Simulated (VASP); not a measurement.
# GaN (P6_3mc) in VASP: a series of runs

The runs below take GaN through single point, relaxation of cell and atoms, with PBE, PBEsol, LDA.

Program: VASP 6.6.1. These are calculated values, not measurements. Logs are shortened: lines on timing, memory, paths and dates and some standing lists are left out, and cuts for length are marked.

**The experiment to reproduce.**

“Studying electronic properties in GaN without electrical contacts using γ-γ vs e−-γ Perturbed Angular Correlations”, 2019, pmc:6823545 quotes, for a bulk crystal of GaN: band gap 3.503 ± 0.005 eV (direct).

The results are compared with them further down.

**1. The cell of the first run**

The structure is hexagonal, space group P6_3mc (No. 186). The conventional cell has a = 3.218 Å, b = 3.218 Å, c = 5.243 Å, α = 90.00°, β = 90.00°, γ = 120.00°. Ga (site symmetry 3m) has 4 N at 1.97 to 1.98 Å within 2.6 Å. N (site symmetry 3m) has 4 Ga at 1.97 to 1.98 Å within 2.6 Å.

**2. Single point, PBE**

INCAR reads:

```
PREC     = Accurate       # precision mode
ENCUT    = 520            # plane-wave cutoff, eV
EDIFF    = 1E-6           # SCF threshold, eV
ISMEAR   = -1             # smearing method
SIGMA    = 0.02           # smearing width, eV
LREAL    = F              # projectors in reciprocal space
LASPH    = T              # aspherical terms in the spheres
NELM     = 60             # most SCF steps
ALGO     = Normal         # electronic algorithm
ISIF     = 2              # what is computed and relaxed
LWAVE    = F              # write WAVECAR
LCHARG   = F              # write CHGCAR
GGA      = PE             # functional
NBANDS   = 26             # bands
```

KPOINTS reads:

```
regular mesh
0
Gamma
  12 12 4
```

POSCAR reads:

```
GaN
1.0
    3.2184326064      0.0000000000      0.0000000000
   -1.6092163032      2.7872443975      0.0000000000
    0.0000000000      0.0000000000      5.2428367283
Ga N
2 2
Direct
    0.3333333333      0.6666666667     -0.0008671780
    0.6666666667      0.3333333333      0.4991328220
    0.3333333333      0.6666666667      0.3758671780
    0.6666666667      0.3333333333      0.8758671780
```

Potentials or basis: VASP PAW PBE potentials, release 64 (Ga_d, N).

On the command line:

```sh
$ cat potpaw_PBE.64/Ga_d/POTCAR potpaw_PBE.64/N/POTCAR > POTCAR
$ mpirun -np 1 vasp_std > vasp.out
```

OUTCAR:

```text
PREC = Accurate
   ENCUT = 520
   EDIFF = 1E-6
   ISMEAR = -1
   LREAL = F
   LASPH = T
   NELM = 60
   ISIF = 2
   GGA = PE

 ion  position               nearest neighbor table
   1  0.333  0.667  0.999-   4 1.97   4 1.97   4 1.97   3 1.98
   2  0.667  0.333  0.499-   3 1.97   3 1.97   3 1.97   4 1.98
   3  0.333  0.667  0.376-   2 1.97   2 1.97   2 1.97   1 1.98
   4  0.667  0.333  0.876-   1 1.97   1 1.97   1 1.97   2 1.98

  LATTYP: Found a hexagonal cell.
 ALAT       =     3.2184326064
 C/A-ratio  =     1.6290031110

  Lattice vectors:

 A1 = (   3.2184326064,   0.0000000000,   0.0000000000)
 A2 = (  -1.6092163032,   2.7872443975,   0.0000000000)
 A3 = (   0.0000000000,   0.0000000000,   5.2428367283)

Analysis of symmetry for initial positions (statically):
=====================================================================
 Subroutine PRICEL returns:
 Original cell was already a primitive cell.

 Routine SETGRP: Setting up the symmetry group for a
 hexagonal supercell.

 Subroutine GETGRP returns: Found 12 space group operations
 (whereof  6 operations were pure point group operations)
 out of a pool of 24 trial point group operations.

The static configuration has the point symmetry C_3v.
 The point group associated with its full space group is C_6v.

Analysis of symmetry for dynamics (positions and initial velocities):
=====================================================================
 Subroutine PRICEL returns:
 Original cell was already a primitive cell.

 Routine SETGRP: Setting up the symmetry group for a
 hexagonal supercell.

 Subroutine GETGRP returns: Found 12 space group operations
 (whereof  6 operations were pure point group operations)
 out of a pool of 24 trial point group operations.

The dynamic configuration has the point symmetry C_3v.
 The point group associated with its full space group is C_6v.

 Subroutine INISYM returns: Found 12 space group operations
 (whereof  6 operations are pure point group operations),
 and found     1 'primitive' translations

----------------------------------------------------------------------------------------

                                     Primitive cell

  volume of cell :      47.0312

  direct lattice vectors                    reciprocal lattice vectors
[... 83 lines left out ...]
   ISTART =      0    job   : 0-new  1-cont  2-samecut
   ICHARG =      2    charge: 1-file 2-atom 10-const
   ISPIN  =      1    spin polarized calculation?
   LNONCOLLINEAR =      F non collinear calculations
   LSORBIT =      F    spin-orbit coupling
   LASPH  =      T    aspherical Exc in radial PAW
   ENCUT  =  520.0 eV  38.22 Ry    6.18 a.u.   5.98  5.98  9.75*2*pi/ulx,y,z
   NELM   =     60;   NELMIN=  2; NELMDL= -5     # of ELM steps
   EDIFF  = 0.1E-05   stopping-criterion for ELM
   LREAL  =      F    real-space projection
   EDIFFG = 0.1E-04   stopping-criterion for IOM
   NSW    =      0    number of steps for IOM
   IBRION =     -1    ionic relax: 0-MD 1-quasi-New 2-CG
   NFREE  =      0    steps in history (QN), initial steepest desc. (CG)
   ISIF   =      2    stress and relaxation
   ISYM   =      2    0-nonsym 1-usesym 2-fastsym
   POTIM  = 0.5000    time-step for ionic-motion
   TEBEG  =    0.0;   TEEND  =   0.0 temperature during run
   PSTRESS=    0.0 pullay stress
   NELECT =      36.0000    total number of electrons
   NUPDOWN=      -1.0000    fix difference up-down
   EMIN   =  10.00;   EMAX   =-10.00  energy-range for DOS
   EFERMI =   0.00;   METHOD = LEGACY
   ISMEAR =    -1;   SIGMA  =   0.02  broadening in eV -4-tet -1-fermi 0-gaus
   EFERMI_NEDOS =   21; number of points for ismear=-14 and -15
   IALGO  =     38    algorithm
   IMIX   =      4    mixing-type and parameters
     AMIX     =   0.40;   BMIX     =  1.00
     AMIX_MAG =   1.60;   BMIX_MAG =  1.00
  volume/ion in A,a.u.               =      11.76        79.35
  Fermi-wavevector in a.u.,A,eV,Ry     =   1.497547  2.829953 30.513056  2.242646
  Thomas-Fermi vector in A             =   2.609421
   LORBIT       =      0    0 simple, 1 ext, 2 COOP (PROOUT), +10 PAW based schemes
   GGA     = PE    functional components
   LHFCALC =     F    Hartree Fock is set to
   AEXX    =    0.0000 exact exchange contribution
   IVDW    =     0    specifies the selected vdW correction
   LEPSILON=     F    determine dielectric tensor
   LRPA    =     F    only Hartree local field effects (RPA)
 non-spin polarized calculation
  energy-cutoff  :      520.00
  volume of cell :       47.03
 maximum number of plane-waves:      1290
 NGX is ok and might be reduce to    24
   NGX = 11   NGY = 11   NGZ = 19

 number of electron      35.9999957 magnetization

 Free energy of the ion-electron system (eV)
  ---------------------------------------------------
  ext. energy  EPLUGINS =         0.00000000
  ---------------------------------------------------
  free energy    TOTEN  =       -24.32770031 eV

  energy without entropy =      -24.32770031  energy(sigma->0) =      -24.32770031

 E-fermi :   5.4757     XC(G=0): -11.5152

 val. band max:        5.0087587646   @ k =   0.0000   0.0000   0.0000
 cond. band min:       6.7251401264   @ k =   0.0000   0.0000   0.0000
 fundamental gap:      1.7163813618
 Fermi energy:         5.4756852024

 k-point     1 :       0.0000    0.0000    0.0000
  band No.  band energies     occupation
      1     -10.7265      2.00000
      2      -9.9032      2.00000
      3      -8.4114      2.00000
      4      -8.3971      2.00000
      5      -8.3971      2.00000
      6      -8.3413      2.00000
[... 685 lines left out ...]
     25      15.8706      0.00000
     26      17.6792      0.00000

 [... further k-points ...]
[... 5 lines left out ...]
  --------------------------------------------------------------------------------------
  -------------------------------------------------------------------------------------
  Total        0.0332382      0.0332382      0.0467714      0.0000000     -0.0000000      0.0000000
  in kB        1.1323025      1.1323025      1.5933275      0.0000000     -0.0000000      0.0000000
  external PRESSURE =       1.2859775 kB  Pullay stress =       0.0000000 kB

 VOLUME and BASIS-vectors are now :
 -----------------------------------------------------------------------------
  energy-cutoff  :      520.00
  volume of cell :       47.03
      direct lattice vectors                 reciprocal lattice vectors
     3.218432606  0.000000000  0.000000000     0.310710250  0.179388647  0.000000000
    -1.609216303  2.787244397  0.000000000     0.000000000  0.358777293  0.000000000
     0.000000000  0.000000000  5.242836728     0.000000000  0.000000000  0.190736438

 POSITION                                       TOTAL-FORCE (eV/Angst)
 -----------------------------------------------------------------------------------
     -0.00000      1.85816      5.23829        -0.000000     -0.000000     -0.000144
      1.60922      0.92908      2.61687         0.000000      0.000000     -0.000144
     -0.00000      1.85816      1.97061         0.000000     -0.000000      0.000144
      1.60922      0.92908      4.59203        -0.000000      0.000000      0.000144
 -----------------------------------------------------------------------------------
    total drift:                               -0.000001     -0.000001     -0.001211

  FREE ENERGIE OF THE ION-ELECTRON SYSTEM (eV)
  ---------------------------------------------------
  free  energy   TOTEN  =       -24.3277003092 eV

  energy  without entropy=      -24.3277003092  energy(sigma->0) =      -24.32770031
```

OSZICAR:

```text
N       E                     dE             d eps       ncg     rms          rms(c)
DAV:   1     0.283202645163E+03    0.28320E+03   -0.17751E+04  3250   0.257E+03
DAV:   2     0.893005543569E+01   -0.27427E+03   -0.25783E+03  3220   0.491E+02
DAV:   3    -0.270093683068E+02   -0.35939E+02   -0.35410E+02  3556   0.144E+02
DAV:   4    -0.282285746434E+02   -0.12192E+01   -0.12140E+01  3500   0.285E+01
DAV:   5    -0.282540091567E+02   -0.25435E-01   -0.25398E-01  3684   0.394E+00    0.108E+01
DAV:   6    -0.242549070904E+02    0.39991E+01   -0.10043E+01  4890   0.479E+01    0.308E+00
DAV:   7    -0.243460269136E+02   -0.91120E-01   -0.13477E+00  3154   0.899E+00    0.268E+00
DAV:   8    -0.243412970529E+02    0.47299E-02   -0.15401E-01  4866   0.480E+00    0.835E-01
DAV:   9    -0.243272073813E+02    0.14090E-01   -0.43794E-02  4752   0.347E+00    0.377E-01
DAV:  10    -0.243277039114E+02   -0.49653E-03   -0.54400E-03  3120   0.437E-01    0.882E-02
DAV:  11    -0.243277035187E+02    0.39270E-06   -0.21216E-04  5166   0.262E-01    0.486E-02
DAV:  12    -0.243276989503E+02    0.45684E-05   -0.37872E-05  3536   0.514E-02    0.177E-02
DAV:  13    -0.243276998297E+02   -0.87947E-06   -0.15728E-05  3654   0.493E-02    0.203E-02
DAV:  14    -0.243277003092E+02   -0.47948E-06   -0.34652E-06  2990   0.131E-02
   1 F= -.24327700E+02 E0= -.24327700E+02  d E =-.314758E-12
```

Run time: 83 s. Hardware: 1 thread of Intel Xeon 8259CL, shared host; peak memory 0.2 GiB.

What came out:

```
Free energy            : -24.3277 eV
Pressure               : 0.1 GPa
Band gap on the k mesh : 1.72 eV
```

**3. Relaxation of cell and atoms, PBEsol**

INCAR reads:

```
SYSTEM = GaN
  ALGO = Normal
  EDIFF = 1E-6
  EDIFFG = -0.005
  ENCUT = 600
  GGA = PS
  IBRION = 2
  ISIF = 3
  ISMEAR = -1
  LASPH = .True.
  LCHARG = .False.
  LREAL = .False.
  LWAVE = .False.
  NELM = 80
  NSW = 80
  PREC = Accurate
  SIGMA = 0.02
```

KPOINTS reads:

```
k-points
0
Gamma
  12 12 4
  0 0 0
```

POSCAR is that of step 2.

Potentials or basis: VASP PAW PBE potentials, release 64 (Ga_d, N).

On the command line:

```sh
$ cat potpaw_PBE.64/Ga_d/POTCAR potpaw_PBE.64/N/POTCAR > POTCAR
$ mpirun -np 1 vasp_std > vasp.out
```

OUTCAR:

```text
SYSTEM = GaN
   EDIFF = 1E-6
   EDIFFG = -0.005
   ENCUT = 600
   GGA = PS
   IBRION = 2
   ISIF = 3
   ISMEAR = -1
   LASPH = .True.
   LREAL = .False.
   NELM = 80
   NSW = 80
   PREC = Accurate

 ion  position               nearest neighbor table
   1  0.333  0.667  0.999-   4 1.97   4 1.97   4 1.97   3 1.98
   2  0.667  0.333  0.499-   3 1.97   3 1.97   3 1.97   4 1.98
   3  0.333  0.667  0.376-   2 1.97   2 1.97   2 1.97   1 1.98
   4  0.667  0.333  0.876-   1 1.97   1 1.97   1 1.97   2 1.98

  LATTYP: Found a hexagonal cell.
 ALAT       =     3.2184326064
 C/A-ratio  =     1.6290031110

  Lattice vectors:

 A1 = (   3.2184326064,   0.0000000000,   0.0000000000)
 A2 = (  -1.6092163032,   2.7872443975,   0.0000000000)
 A3 = (   0.0000000000,   0.0000000000,   5.2428367283)

Analysis of symmetry for initial positions (statically):
=====================================================================
 Subroutine PRICEL returns:
 Original cell was already a primitive cell.

 Routine SETGRP: Setting up the symmetry group for a
 hexagonal supercell.

 Subroutine GETGRP returns: Found 12 space group operations
 (whereof  6 operations were pure point group operations)
 out of a pool of 24 trial point group operations.

The static configuration has the point symmetry C_3v.
 The point group associated with its full space group is C_6v.

Analysis of symmetry for dynamics (positions and initial velocities):
=====================================================================
 Subroutine PRICEL returns:
 Original cell was already a primitive cell.

 Routine SETGRP: Setting up the symmetry group for a
 hexagonal supercell.

 Subroutine GETGRP returns: Found 12 space group operations
 (whereof  6 operations were pure point group operations)
 out of a pool of 24 trial point group operations.

The dynamic configuration has the point symmetry C_3v.
 The point group associated with its full space group is C_6v.

 Subroutine INISYM returns: Found 12 space group operations
[... 124 lines left out ...]
  Thomas-Fermi vector in A             =   2.609421
   LORBIT       =      0    0 simple, 1 ext, 2 COOP (PROOUT), +10 PAW based schemes
   GGA     = PS    functional components
   LHFCALC =     F    Hartree Fock is set to
   AEXX    =    0.0000 exact exchange contribution
   IVDW    =     0    specifies the selected vdW correction
   LEPSILON=     F    determine dielectric tensor
   LRPA    =     F    only Hartree local field effects (RPA)
 conjugate gradient relaxation of ions
 non-spin polarized calculation
  energy-cutoff  :      600.00
  volume of cell :       47.03
 maximum number of plane-waves:      1587
 NGX is ok and might be reduce to    28
   NGX = 13   NGY = 13   NGZ = 21

--------------------------------------- Ionic step        1  -------------------------------------------

 number of electron      36.0000002 magnetization

 Free energy of the ion-electron system (eV)
  ---------------------------------------------------
  ext. energy  EPLUGINS =         0.00000000
  ---------------------------------------------------
  free energy    TOTEN  =       -26.24198556 eV

  energy without entropy =      -26.24198556  energy(sigma->0) =      -26.24198556

------------------------ aborting loop because EDIFF is reached ----------------------------------------

  FORCE on cell =-STRESS in cart. coord.  units (eV):
  Direction    XX          YY          ZZ          XY          YZ          ZX
  --------------------------------------------------------------------------------------
  -------------------------------------------------------------------------------------
  Total       -1.8334898     -1.8334898     -1.8131669      0.0000000      0.0000000      0.0000000
  in kB      -62.4601877    -62.4601877    -61.7678593      0.0000000      0.0000000      0.0000000
  external PRESSURE =     -62.2294116 kB  Pullay stress =       0.0000000 kB
[... 177 lines left out ...]
--------------------------------------- Ionic step        6  -------------------------------------------

 number of electron      35.9999995 magnetization

 Free energy of the ion-electron system (eV)
  ---------------------------------------------------
  ext. energy  EPLUGINS =         0.00000000
  ---------------------------------------------------
  free energy    TOTEN  =       -26.27473429 eV

  energy without entropy =      -26.27473429  energy(sigma->0) =      -26.27473429

 E-fermi :   5.6657     XC(G=0): -11.9391

 val. band max:        5.2571295025   @ k =   0.0000   0.0000   0.0000
 cond. band min:       7.1650033216   @ k =   0.0000   0.0000   0.0000
 fundamental gap:      1.9078738191
 Fermi energy:         5.6657219860

 k-point     1 :       0.0000    0.0000    0.0000
  band No.  band energies     occupation
      1     -10.7774      2.00000
      2      -9.8017      2.00000
      3      -8.1492      2.00000
      4      -8.1335      2.00000
      5      -8.1335      2.00000
      6      -8.0704      2.00000
[... 589 lines left out ...]
     21      12.3999      0.00000
     22      13.3894      0.00000

 [... further k-points ...]
[... 5 lines left out ...]
  --------------------------------------------------------------------------------------
  -------------------------------------------------------------------------------------
  Total        0.0074885      0.0074885      0.0192032      0.0000000      0.0000000      0.0000000
  in kB        0.2642925      0.2642925      0.6777454      0.0000000      0.0000000      0.0000000
  external PRESSURE =       0.4021102 kB  Pullay stress =       0.0000000 kB
[... 19 lines left out ...]
  FREE ENERGIE OF THE ION-ELECTRON SYSTEM (eV)
  ---------------------------------------------------
  free  energy   TOTEN  =       -26.2747342896 eV

  energy  without entropy=      -26.2747342896  energy(sigma->0) =      -26.27473429

 reached required accuracy - stopping structural energy minimisation
```

Wall time 6.2 min (1 thread of Intel Xeon 8259CL, shared host); peak memory 0.23 GiB.

Results:

* Free energy: -26.2747 eV
* Relaxed volume: 11.35 Å³/atom
* Relaxed cell: a = 3.181 Å, b = 3.181 Å, c = 5.182 Å, α = 90.00°, β = 90.00°, γ = 120.00°
* Space group after relaxing (to 0.1 Å): P6_3mc (No. 186)
* Energy gained by relaxing: 8.2 meV/atom
* Ionic steps: 6
* Pressure after relaxing: 0.0 GPa
* Band gap on the k mesh: 1.91 eV

Forces on the atoms (eV/Å):
```
Ga   0.000  0.000  0.003
Ga   0.000  0.000  0.003
N    0.000  0.000 -0.003
N    0.000  0.000 -0.003
```

Step by step:
```csv
step,energy change (eV),largest force (eV/Å),pressure (GPa),volume (Å³)
1,0.0000,0.0006,-6.22,47.03
2,-0.0059,0.0162,6.28,43.99
3,-0.0327,0.0074,-0.05,45.40
4,-0.0327,0.0076,0.10,45.37
5,-0.0327,0.0014,-0.28,45.41
6,-0.0327,0.0028,0.04,45.40
```

Final structure:
```
CELL_PARAMETERS angstrom
3.18060 0.00000 0.00000
-1.59030 2.75448 0.00000
0.00000 0.00000 5.18167
ATOMIC_POSITIONS crystal
Ga 0.33333 0.66667 0.99917
Ga 0.66667 0.33333 0.49917
N 0.33333 0.66667 0.37583
N 0.66667 0.33333 0.87583
```

Levels at points of the mesh, in eV from the valence-band top:
| k point | band 16 | band 17 | band 18 | band 19 | band 20 | band 21 |
| --- | --- | --- | --- | --- | --- | --- |
| (0.00, 0.00, 0.00) | -0.04 | 0.00 | 0.00 | 1.91 | 4.22 | 9.13 |
| (0.50, 0.00, 0.00) | -2.79 | -2.26 | -1.02 | 4.95 | 5.53 | 5.96 |
| (0.00, 0.00, 0.50) | -0.54 | -0.54 | -0.54 | 4.23 | 4.23 | 8.39 |
| (0.50, 0.00, 0.50) | -1.98 | -1.93 | -1.93 | 4.31 | 4.31 | 7.72 |

Caveat: the PAW data sets were made with another functional, which shifts forces and pressure a little.

[end of part 1 of 2]
